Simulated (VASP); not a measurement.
Write the native input for VASP 6.6.1 that does the following.

```yaml
Task: single point
Functional: PBE
Potentials_or_basis: VASP PAW PBE potentials, release 64 (Cu, O)
Cutoff: 520 eV
k_mesh: 9 × 9 × 5
Occupations: fermi-dirac, width 0.05 eV
Spin: no spin polarisation
Dipole_correction: no
Further_INCAR_settings: ALGO = Normal; EDIFF = 1e-07; NBANDS = 25
```

The structure of CuO lies in POSCAR:

```
CuO
1.0
    1.9640597285     -2.1244444051      0.0000000000
    1.9640597285      2.1244444051      0.0000000000
    0.0000000000      0.0000000000      5.0862447552
Cu O
2 2
Direct
    0.5000000000      0.0000000000      0.0000000000
    0.0000000000      0.5000000000      0.5000000000
    0.5000000000      0.5000000000      0.2500000000
    0.5000000000      0.5000000000      0.7500000000
```

This cell differs from its parent crystal: volume scaled by 0.96.

The input as run:

INCAR

```
  PREC = Accurate
  ENCUT = 520
  EDIFF = 1E-7
  ISMEAR = -1
  SIGMA = 0.05
  LREAL = F
  LASPH = T
  NELM = 80
  ALGO = Normal
  ISIF = 2
  LWAVE = F
  LCHARG = T
  GGA = PE
  LELF = T
  LVHAR = T
  NBANDS = 25
```

KPOINTS

```
Automatic mesh
0
Gamma
  9 9 5
```

Potentials or basis: VASP PAW PBE potentials, release 64 (Cu, O).

The run is started by

```sh
$ cat potpaw_PBE.64/Cu/POTCAR potpaw_PBE.64/O/POTCAR > POTCAR
$ mpirun -np 1 vasp_std > vasp.out
```

Results of the run:

```
Pressure               : 9.3 GPa
Band gap on the k mesh : zero (band 17 reaches 6.04 eV, above the bottom of band 18 at 5.15 eV)
```

Caveat: semilocal functionals often make such compounds metallic where correlation or magnetic order opens a gap, which also shifts bond lengths.

Run time: 44 s on 1 thread of AMD EPYC 9R45 96-Core Processor (Zen 5), with other jobs on the host, peak memory 0.17 GiB.
